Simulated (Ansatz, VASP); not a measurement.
One calculation of CoO, two programs

```
Co O
1.0
     1.60222    0.92504    5.13294
    -1.60222    0.92504    5.13294
     0.00000   -1.85008    5.13294
Co O
2 2
Direct
  0.99949 0.99949 0.99949
  0.49949 0.49949 0.49949
  0.37550 0.37550 0.37550
  0.87553 0.87553 0.87553
```

Alike in both runs: task single point; functional PBE; k mesh 6 × 6 × 6; occupations gaussian, width 0.01 eV; collinear spin.

|  | VASP | Ansatz |
| --- | --- | --- |
| version | VASP 6.6.1 | Ansatz 0.2.0 |
| potentials or method | VASP PAW PBE potentials, release 64 (Co, O), cutoff 520 eV | scalar-relativistic, plane waves, PAW |
| valence electrons in the cell | 30 | 46 |

```csv
,VASP,Ansatz,Ansatz less VASP
gap on the k mesh at the Fermi level (eV),0.14,0.06,-0.079
least direct gap on the mesh (eV),0.39,0.35,-0.040
pressure (GPa),-0.8,-0.8,0.00
"traceless stress, the component that is largest in VASP (GPa)",-1.50,-1.60,-0.096
rms of the force components (eV/Å),0.081,0.081,+0.0006
net moment per atom (μB),0.00,0.00,0.000
size of the moment on the site where the two differ most (μB),2.23,2.07,-0.168
```

Site moments also hang on the region over which each program counts them. Atom by atom the forces differ by 0.001 eV/Å (rms over components). The functional is the same, so the differences come from potentials, cutoffs and numerics. VASP's potentials hold 30 valence electrons a cell and Ansatz's 46, so a difference there can come from the potentials and not from the codes.
